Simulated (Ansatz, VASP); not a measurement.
**Two plane-wave programs on Os**

```
CELL_PARAMETERS angstrom
2.71752 0.00000 0.00000
-1.35876 2.35345 0.00000
0.00000 0.00000 4.28446
ATOMIC_POSITIONS crystal
Os 0.33333 0.66667 0.25000
Os 0.66667 0.33333 0.75000
```

Alike in both runs: task single point; functional LDA; k mesh 13 × 13 × 8; occupations methfessel-paxton of order 1, width 0.1 eV; no spin polarisation.

```csv
,VASP,Ansatz
version,VASP 6.6.1,Ansatz 0.2.0
potentials or method,"VASP PAW LDA potentials, release 64 (Os), cutoff 520 eV","plane waves (420 eV) with PAW, scalar-relativistic"
valence electrons in the cell,16,32
```

|  | VASP | Ansatz | Ansatz less VASP |
| --- | --- | --- | --- |
| pressure (GPa) | 0.9 | -0.1 | -0.97 |
| traceless stress, the component that is largest in VASP (GPa) | -0.85 | -0.74 | +0.105 |

Ansatz warns that its potentials were made for another functional, while VASP's fit it. LDA's correlation is that of Perdew and Zunger in VASP and of Perdew and Wang (1992) in Ansatz. VASP's potentials hold 16 valence electrons a cell and Ansatz's 32, so a difference there can come from the potentials and not from the codes.

Neither program's run includes spin-orbit coupling.
